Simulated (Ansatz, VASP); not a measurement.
**BeTe in VASP and in Ansatz**

```xyz
2
Lattice="0.0000 2.8286 2.8286 2.8286 0.0000 2.8286 2.8286 2.8286 0.0000" Properties=species:S:1:pos:R:3 pbc="T T T"
Be    0.0000    0.0000    0.0000
Te    1.4143    1.4143    1.4143
```

Alike in both runs: task single point; functional PBE-based screened hybrid; k mesh 4 × 4 × 4; no spin polarisation.

|  | VASP | Ansatz |
| --- | --- | --- |
| version | VASP 6.6.1 | Ansatz 0.2.0 |
| potentials or method | VASP PAW PBE potentials, release 64 (Be, Te) | plane waves |
| plane-wave cutoff (eV) | 520 | 420 |
| occupations | gaussian, width 0.01 eV | fixed |
| valence electrons in the cell | 8 | 18 |

|  | VASP | Ansatz | Ansatz less VASP |
| --- | --- | --- | --- |
| gap on the k mesh at the Fermi level (eV) | 2.05 | 2.07 | +0.018 |
| pressure (GPa) | 0.6 | 0.5 | -0.10 |

VASP's potentials were made for PBE, not for PBE-based screened hybrid. VASP's potentials hold 8 valence electrons a cell and Ansatz's 18, so a difference there can come from the potentials and not from the codes. Ansatz's warnings: stress exchange threshold loose, stress scf threshold loose.

The k mesh is coarse, so the values compare programs but aren't converged. Neither program's run includes spin-orbit coupling.
